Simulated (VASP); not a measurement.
Here is a VASP 6.6.1 calculation.

INCAR

```
SYSTEM = Al
ALGO = Normal ; EDIFF = 1E-6
ENCUT = 520 ; ISIF = 2
ISMEAR = 1 ; LASPH = .TRUE.
LCHARG = .FALSE. ; LREAL = .FALSE.
LWAVE = .FALSE. ; NBANDS = 8
NELM = 80 ; PREC = Accurate
SIGMA = 0.1
```

Contents of KPOINTS:

```
k-points
0
G
  14 14 14
  0 0 0
```

The input POSCAR:

```
Al
1.0
   -1.5912200000      1.5912200000      1.5912200000
    1.5912200000     -1.5912200000      1.5912200000
    1.5912200000      1.5912200000     -1.5912200000
Al
1
Direct
    0.0000000000      0.0000000000      0.0000000000
```

Potentials or basis: VASP PAW LDA potentials, release 64 (Al).

Launch:

```console
$ cat potpaw_LDA.64/Al/POTCAR > POTCAR
$ mpirun -np 1 vasp_std > vasp.out
```

(1) What does it give for the pressure?

## Answers

(1) 0.7 GPa.
